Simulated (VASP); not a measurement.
A run of VASP 6.6.1 is set up as follows.

The input INCAR:

```
SYSTEM = Mo
PREC = Accurate
ENCUT = 520
EDIFF = 1E-7
ISMEAR = 0
SIGMA = 0.15
LREAL = .FALSE.
LASPH = .TRUE.
NELM = 80
ALGO = Fast
ISIF = 2
LWAVE = .FALSE.
LCHARG = .FALSE.
GGA = PE
NBANDS = 13
```

File KPOINTS:

```
regular mesh
0
G
  20 20 20
  0 0 0
```

The input POSCAR:

```
Mo
1.0
   -1.3642824491      1.6803263361      1.6960495195
    1.3642824491     -1.6803263361      1.6960495195
    1.3642824491      1.6803263361     -1.6960495195
Mo
1
Direct
    0.0000000000      0.0000000000      0.0000000000
```

Potentials or basis: VASP PAW PBE potentials, release 64 (Mo_sv).

Run with:

```bash
$ cat potpaw_PBE.64/Mo_sv/POTCAR > POTCAR
$ mpirun -np 1 vasp_std > vasp.out
```

**Question.** Estimate the band gap on the k mesh.

**Answer.** Zero (band 7 reaches 16.68 eV, above the bottom of band 8 at 10.99 eV).

**Question.** What does it give for the pressure?

**Answer.** 9.7 GPa.

Stress tensor (GPa, compression positive):
```
30.82  0.00  0.00
 0.00 -0.57  0.00
 0.00  0.00 -1.10
```

Caveat: the cell differs from its parent crystal (strain +e along x and -e along y -0.1000, strain +e along z and -e/2 along x and y +0.0733).
